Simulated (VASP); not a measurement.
Wanted: the native input for a VASP 6.6.1 run.

- Task: single point
- Functional: PBEsol
- Potentials or basis: VASP PAW PBE potentials, release 64 (Al, N)
- Cutoff: 520 eV
- k mesh: 8 × 8 × 8
- Occupations: gaussian, width 0.01 eV
- Spin: no spin polarisation
- Dipole correction: no
- Further INCAR settings: ALGO = Normal; EDIFF = 1e-07; NBANDS = 11

The structure of AlN lies in POSCAR:

```
AlN
1.0
    0.0000000000      2.0822644123      2.0822644123
    2.0822644123      0.0000000000      2.0822644123
    2.0822644123      2.0822644123      0.0000000000
Al N
1 1
Direct
    0.0000000000      0.0000000000      0.0000000000
    0.7500000000      0.7500000000      0.7500000000
```

The input as run:

INCAR

```
SYSTEM = AlN
PREC = Accurate
ENCUT = 520
EDIFF = 1E-7
ISMEAR = 0
SIGMA = 0.01
LREAL = .FALSE.
LASPH = .TRUE.
NELM = 80
ALGO = Normal
ISIF = 2
LWAVE = .FALSE.
LCHARG = .FALSE.
GGA = PS
NBANDS = 11
```

KPOINTS

```
regular mesh
0
G
  8 8 8
  0 0 0
```

Potentials or basis: VASP PAW PBE potentials, release 64 (Al, N).

Command:

```bash
$ cat potpaw_PBE.64/Al/POTCAR potpaw_PBE.64/N/POTCAR > POTCAR
$ mpirun -np 1 vasp_std > vasp.out
```

It gave:

* Pressure: 40.4 GPa
* Band gap on the k mesh: 3.24 eV, indirect (least direct gap 5.17 eV)

Caveat: the PAW data sets were made with another functional, which shifts forces and pressure a little.

Wall time 17 s on 1 thread of AMD EPYC 7R13, on a shared host, peak memory 0.1 GiB.
